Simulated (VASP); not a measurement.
# Te (Fd-3m) in VASP: a series of runs, part 2 of 2

VASP 6.6.1.

## (3) Relaxation of cell and atoms, PBE+D3(BJ), target pressure 10 GPa, at which the enthalpy is minimised

Input file INCAR:

```
SYSTEM = Te
  ALGO = Normal
  EDIFF = 1E-7
  EDIFFG = -0.01
  ENCUT = 500
  GGA = PE
  GGA_COMPAT = .False.
  IBRION = 2
  ISIF = 3
  ISMEAR = -1
  IVDW = 12
  LASPH = .True.
  LCHARG = .False.
  LREAL = .False.
  LWAVE = .False.
  NELM = 120
  NELMIN = 4
  NSW = 80
  PREC = Accurate
  PSTRESS = 100.0
  SIGMA = 0.05
```

Input file KPOINTS:

```
k-points
0
Gamma
  5 5 5
  0 0 0
```

Input file POSCAR:

```
Te
1.0
    0.0000000000      3.2350000000      3.2350000000
    3.2350000000      0.0000000000      3.2350000000
    3.2350000000      3.2350000000      0.0000000000
Te
2
Direct
    1.0000000000      1.0000000000      1.0000000000
    0.2500000000      0.2500000000      0.2500000000
```

Potentials or basis: VASP PAW PBE potentials, release 64 (Te).

On the command line:

```bash
$ cat potpaw_PBE.64/Te/POTCAR > POTCAR
$ mpirun -np 1 vasp_std > vasp.out
```

OUTCAR:

```text
SYSTEM = Te
   EDIFF = 1E-7
   EDIFFG = -0.01
   ENCUT = 500
   GGA = PE
   IBRION = 2
   ISIF = 3
   ISMEAR = -1
   IVDW = 12
   LASPH = .True.
   LREAL = .False.
   NELM = 120
   NELMIN = 4
   NSW = 80
   PREC = Accurate
   PSTRESS = 100.0
 IVDW          = 12

 ion  position               nearest neighbor table
   1  0.000  0.000  0.000-   2 2.80   2 2.80   2 2.80   2 2.80
   2  0.250  0.250  0.250-   1 2.80   1 2.80   1 2.80   1 2.80

  LATTYP: Found a face centered cubic cell.
 ALAT       =     6.4700000000

  Lattice vectors:

 A1 = (   0.0000000000,   3.2350000000,   3.2350000000)
 A2 = (   3.2350000000,   0.0000000000,   3.2350000000)
 A3 = (   3.2350000000,   3.2350000000,   0.0000000000)

Analysis of symmetry for initial positions (statically):
=====================================================================
 Subroutine PRICEL returns:
 Original cell was already a primitive cell.

 Routine SETGRP: Setting up the symmetry group for a
 face centered cubic supercell.

 Subroutine GETGRP returns: Found 48 space group operations
 (whereof 24 operations were pure point group operations)
 out of a pool of 48 trial point group operations.

The static configuration has the point symmetry T_d .
 The point group associated with its full space group is O_h .

Analysis of symmetry for dynamics (positions and initial velocities):
=====================================================================
 Subroutine PRICEL returns:
 Original cell was already a primitive cell.

 Routine SETGRP: Setting up the symmetry group for a
 face centered cubic supercell.

 Subroutine GETGRP returns: Found 48 space group operations
 (whereof 24 operations were pure point group operations)
 out of a pool of 48 trial point group operations.

The dynamic configuration has the point symmetry T_d .
 The point group associated with its full space group is O_h .

 Subroutine INISYM returns: Found 48 space group operations
 (whereof 24 operations are pure point group operations),
 and found     1 'primitive' translations

----------------------------------------------------------------------------------------
[... 84 lines left out ...]
   ISIF   =      3    stress and relaxation
   ISYM   =      2    0-nonsym 1-usesym 2-fastsym
   POTIM  = 0.5000    time-step for ionic-motion
   TEBEG  =    0.0;   TEEND  =   0.0 temperature during run
   PSTRESS=  100.0 pullay stress
   NELECT =      12.0000    total number of electrons
   NUPDOWN=      -1.0000    fix difference up-down
   EMIN   =  10.00;   EMAX   =-10.00  energy-range for DOS
   EFERMI =   0.00;   METHOD = LEGACY
   ISMEAR =    -1;   SIGMA  =   0.05  broadening in eV -4-tet -1-fermi 0-gaus
   EFERMI_NEDOS =   21; number of points for ismear=-14 and -15
   IALGO  =     38    algorithm
   IMIX   =      4    mixing-type and parameters
     AMIX     =   0.40;   BMIX     =  1.00
     AMIX_MAG =   1.60;   BMIX_MAG =  1.00
  volume/ion in A,a.u.               =      33.86       228.46
  Fermi-wavevector in a.u.,A,eV,Ry     =   0.919569  1.737733 11.505182  0.845607
  Thomas-Fermi vector in A             =   2.044777
   LORBIT       =      0    0 simple, 1 ext, 2 COOP (PROOUT), +10 PAW based schemes
   GGA     = PE    functional components
   LHFCALC =     F    Hartree Fock is set to
   AEXX    =    0.0000 exact exchange contribution
   IVDW    =    12    specifies the selected vdW correction
   LEPSILON=     F    determine dielectric tensor
   LRPA    =     F    only Hartree local field effects (RPA)
 conjugate gradient relaxation of ions
 non-spin polarized calculation
  energy-cutoff  :      500.00
  volume of cell :       67.71
 maximum number of plane-waves:      1759
 NGX is ok and might be reduce to    36
   NGX = 17   NGY = 17   NGZ = 17

--------------------------------------- Ionic step        1  -------------------------------------------

 number of electron      12.0000000 magnetization

 Free energy of the ion-electron system (eV)
  ---------------------------------------------------
  ext. energy  EPLUGINS =         0.00000000
  ---------------------------------------------------
  free energy    TOTEN  =        -4.46558019 eV

  energy without entropy =       -4.44649666  energy(sigma->0) =       -4.45603842

 E-fermi :   6.5490     XC(G=0):  -8.8809

 val. band max:        6.4643396471   @ k =  -0.2000   0.2000   0.0000
 cond. band min:       6.5947445015   @ k =   0.4000   0.0000   0.0000
 fundamental gap:      0.1304048544
 Fermi energy:         6.5490486010

 k-point     1 :       0.0000    0.0000    0.0000
  band No.  band energies     occupation
      1      -8.4524      2.00000
      2      -1.0495      2.00000
      3       2.6139      2.00000
      4       2.6139      2.00000
      5       2.6139      2.00000
      6       5.4286      2.00000
      7       5.4286      2.00000
      8       5.4286      2.00000
      9       9.9333      0.00000
     10      12.2245      0.00000
[... 240 lines left out ...]
--------------------------------------- Ionic step        4  -------------------------------------------

 number of electron      12.0000000 magnetization

 Free energy of the ion-electron system (eV)
  ---------------------------------------------------
  ext. energy  EPLUGINS =         0.00000000
  ---------------------------------------------------
  free energy    TOTEN  =        -4.82480611 eV

  energy without entropy =       -4.80633376  energy(sigma->0) =       -4.81556993

 E-fermi :   5.8963     XC(G=0):  -8.6289

 val. band max:        5.7988517616   @ k =  -0.2000   0.2000   0.0000
 cond. band min:       5.9621581545   @ k =   0.4000   0.0000   0.0000
 fundamental gap:      0.1633063929
 Fermi energy:         5.8963224854

 k-point     1 :       0.0000    0.0000    0.0000
  band No.  band energies     occupation
      1      -8.6872      2.00000
      2      -1.9763      2.00000
      3       2.1247      2.00000
      4       2.1247      2.00000
      5       2.1247      2.00000
      6       4.8512      2.00000
      7       4.8512      2.00000
      8       4.8512      2.00000
      9       9.3235      0.00000
     10      11.6001      0.00000
[... 152 lines left out ...]
  energy  without entropy=       -5.5955263252  energy(sigma->0) =       -5.60476250

  enthalpy is  TOTEN    =        -1.1377753873 eV   P V=        4.4762232847

 reached required accuracy - stopping structural energy minimisation
```

OSZICAR:

```text
N       E                     dE             d eps       ncg     rms          rms(c)
DAV:   1     0.450806850091E+02    0.45081E+02   -0.45349E+03   200   0.919E+02
DAV:   2    -0.218262375123E+01   -0.47263E+02   -0.45794E+02   298   0.129E+02
DAV:   3    -0.444224592837E+01   -0.22596E+01   -0.22348E+01   240   0.324E+01
DAV:   4    -0.447951735180E+01   -0.37271E-01   -0.37245E-01   252   0.513E+00
[... 37 lines left out ...]
       N       E                     dE             d eps       ncg     rms          rms(c)
DAV:   1    -0.482484282449E+01    0.62299E-02   -0.80713E-04   210   0.156E-01    0.340E-02
DAV:   2    -0.482481646833E+01    0.26356E-04   -0.31268E-05   200   0.384E-02    0.166E-02
DAV:   3    -0.482480615301E+01    0.10315E-04   -0.21272E-05   208   0.249E-02    0.237E-02
DAV:   4    -0.482480610763E+01    0.45383E-07   -0.98937E-07   262   0.612E-03
   4 F= -.11377754E+01 E0= -.11285392E+01  d E =-.542019E-01
```

CONTCAR:

```text
Te
   1.00000000000000
     0.0000000000000000    3.2975959642423498    3.2975959642423498
     3.2975959642423498    0.0000000000000000    3.2975959642423498
     3.2975959642423498    3.2975959642423498   -0.0000000000000000
  Te
     2
Direct
     0.0000000000000000    0.0000000000000000    0.0000000000000000
     0.2500000000000000    0.2500000000000000    0.2500000000000000

  0.00000000E+00  0.00000000E+00  0.00000000E+00
  0.00000000E+00  0.00000000E+00  0.00000000E+00
```

Wall time 16 s (1 thread of Intel Xeon 6975P-C (Granite Rapids), shared host); peak memory 0.21 GiB.

What came out:

| Item | Value |
| --- | --- |
| Free energy | -5.6140 eV |
| Relaxed volume | 35.86 Å³/atom |
| Relaxed cell | a = 4.664 Å, b = 4.664 Å, c = 4.664 Å, α = 60.00°, β = 60.00°, γ = 60.00° |
| Space group after relaxing (to 0.1 Å) | Fd-3m (No. 227) |
| Energy change on relaxing (the run minimises the enthalpy) | -152.2 meV/atom |
| Ionic steps | 4 |
| Pressure after relaxing | 10.0 GPa |
| Band gap on the k mesh | zero (bands 6 and 7 overlap by 1.18 eV) |
| Dispersion energy per atom | -0.395 eV |

The path:
| step | energy change (eV) | largest force (eV/Å) | pressure (GPa) | volume (Å³) |
| --- | --- | --- | --- | --- |
| 1 | 0.0000 | 0.0000 | 14.53 | 67.71 |
| 2 | -0.5758 | 0.0000 | 5.26 | 77.53 |
| 3 | -0.3095 | 0.0000 | 9.93 | 71.80 |
| 4 | -0.3043 | 0.0000 | 10.01 | 71.72 |

Final structure:
```
CELL_PARAMETERS angstrom
0.00000 3.29760 3.29760
3.29760 0.00000 3.29760
3.29760 3.29760 0.00000
ATOMIC_POSITIONS crystal
Te 0.00000 0.00000 0.00000
Te 0.25000 0.25000 0.25000
```

Levels at points of the mesh, in eV from the Fermi level:
| k point | band 4 | band 5 | band 6 | band 7 | band 8 | band 9 |
| --- | --- | --- | --- | --- | --- | --- |
| (0.00, 0.00, 0.00) | -3.77 | -3.77 | -1.05 | -1.05 | -1.05 | 3.43 |

Caveat: the cell is relaxed towards a set pressure, so the run minimises the enthalpy, not the energy; spin-orbit coupling is left out, which moves the levels of the heavy elements.

## (4) Relaxation of cell and atoms, PBE+D3(BJ), target pressure 20 GPa, at which the enthalpy is minimised

Input file INCAR:

```
ALGO = Normal
EDIFF = 1E-7
EDIFFG = -0.01
ENCUT = 500
GGA = PE
GGA_COMPAT = F
IBRION = 2
ISIF = 3
ISMEAR = -1
IVDW = 12
LASPH = T
LCHARG = F
LREAL = F
LWAVE = F
NELM = 120
NELMIN = 4
NSW = 80
PREC = Accurate
PSTRESS = 200.0
SIGMA = 0.05
```

Input file KPOINTS:

```
k-points
0
Gamma
  5 5 5
```

POSCAR is that of step 3.

On the command line:

```bash
$ cat potpaw_PBE.64/Te/POTCAR > POTCAR
$ mpirun -np 1 vasp_std > vasp.out
```

It took 18 s on 1 thread of Intel Xeon 6975P-C (Granite Rapids), shared host; peak memory 0.21 GiB.

Results (log left out):

```yaml
Free_energy: -4.9096 eV
Relaxed_volume: 31.98 Å³/atom
Relaxed_cell: a = 4.489 Å, b = 4.489 Å, c = 4.489 Å, α = 60.00°, β = 60.00°, γ = 60.00°
Space_group_after_relaxing_to_0.1_Å: Fd-3m (No. 227)
Energy_change_on_relaxing_the_run_minimises_the_enthalpy: +200.0 meV/atom
Ionic_steps: 4
Pressure_after_relaxing: 20.0 GPa
Band_gap_on_the_k_mesh: zero (bands 6 and 7 overlap by 1.39 eV)
Dispersion_energy_per_atom: -0.451 eV
```

Step by step:
```csv
step,energy change (eV),largest force (eV/Å),pressure (GPa),volume (Å³)
1,0.0000,0.0000,14.53,67.71
2,1.5625,0.0000,34.67,57.00
3,0.3843,0.0000,19.77,64.10
4,0.4001,0.0000,19.98,63.97
```

Final structure:
```cif
data_structure
_symmetry_space_group_name_H-M 'P 1'
_symmetry_Int_Tables_number 1
_cell_length_a 4.4891
_cell_length_b 4.4891
_cell_length_c 4.4891
_cell_angle_alpha 60.000
_cell_angle_beta 60.000
_cell_angle_gamma 60.000
_cell_volume 63.97
loop_
_atom_site_label
_atom_site_type_symbol
_atom_site_fract_x
_atom_site_fract_y
_atom_site_fract_z
_atom_site_occupancy
Te1 Te 0.00000 0.00000 0.00000 1
Te2 Te 0.25000 0.25000 0.25000 1
```

Levels at points of the mesh, in eV from the Fermi level:
```csv
k point,band 3,band 4,band 5,band 6,band 7,band 8,band 9,band 10
"(0.00, 0.00, 0.00)",-4.09,-4.09,-4.09,-1.20,-1.20,-1.20,3.34,5.65
```

Caveat: the cell is relaxed towards a set pressure, so the run minimises the enthalpy, not the energy; spin-orbit coupling is left out, which moves the levels of the heavy elements.

## (5) The runs side by side

```tsv
cell	gap on the mesh (eV)	pressure (GPa)
relaxed to 5 GPa	none	5.0
relaxed to 10 GPa	none	10.0
relaxed to 20 GPa	none	20.0
```

Alike in all rows: task relaxation of cell and atoms; level PBE+D3(BJ); potentials or basis VASP PAW PBE potentials, release 64 (Te); no spin polarisation; k mesh 5 × 5 × 5; cutoff (eV) 500; smearing fermi-dirac 0.05 eV.

Caveats: the cell is relaxed towards a set pressure, so the run minimises the enthalpy, not the energy; spin-orbit coupling is left out, which moves the levels of the heavy elements; the volume moved by over 15 % at a fixed basis, so the end points are rough (at least some runs).

Total energies depend on the potentials used, so only differences within one code and one set of settings carry meaning.
